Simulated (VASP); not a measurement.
A run of VASP 6.6.1 is set up as follows.

The input INCAR:

```
  PREC = Accurate
  ENCUT = 520
  EDIFF = 1E-6
  ISMEAR = -1
  SIGMA = 0.05
  LREAL = Auto
  LASPH = T
  NELM = 150
  ALGO = Normal
  ISIF = 2
  LWAVE = F
  LCHARG = F
  ISPIN = 2
  MAGMOM = 0 0 0 0 0 0 0 0 0 0 0 0 0 0 0 0 1
  LORBIT = 11
  GGA = PE
  NBANDS = 52
```

The input KPOINTS:

```
regular mesh
0
Gamma
  2 2 2
```

The input POSCAR:

```
Si16N
1.0
    0.0000000000      5.4300000000      5.4300000000
    5.4300000000      0.0000000000      5.4300000000
    5.4300000000      5.4300000000      0.0000000000
Si N
16 1
Direct
    0.0526187426     -0.0118412862     -0.0100567131
    0.1570839679      0.1102639813      0.1338081366
    0.0214961443     -0.0419451909      0.4981514826
    0.0247838243      0.1643569315      0.6287270428
    0.0122955967      0.4827679222      0.0061337001
    0.1425111946      0.6175990086      0.1147547800
   -0.0244690537      0.5243259095      0.4837491233
    0.1363575557      0.5848371569      0.6331471633
    0.5321405477     -0.0141992745      0.0184826157
    0.6521439458      0.1063872605      0.1534347033
    0.4988565470     -0.0104937940      0.5480684315
    0.6539277016      0.1063057091      0.6442786076
    0.5166095207      0.4798126925      0.0136943762
    0.6380454605      0.6118402526      0.1357599721
    0.5100896448      0.4804053116      0.5096966647
    0.6086546266      0.6247894926      0.6408178290
    0.2326126330      1.0743674170      0.7169237844
```

Potentials or basis: VASP PAW PBE potentials, release 64 (Si, N).

The run is started by

```console
$ cat potpaw_PBE.64/Si/POTCAR potpaw_PBE.64/N/POTCAR > POTCAR
$ mpirun -np 1 vasp_std > vasp.out
```

Estimate the pressure.

3.6 GPa.

What does it give for the net moment?

0.00 μB per cell.

Predict the largest force.

0.031 eV/Å.

Stress tensor (GPa, compression positive):
```
 3.06 -0.54  1.14
-0.54  5.66 -0.01
 1.14 -0.01  2.02
```

Caveat: the k points lie up to 0.50 Å⁻¹ apart.
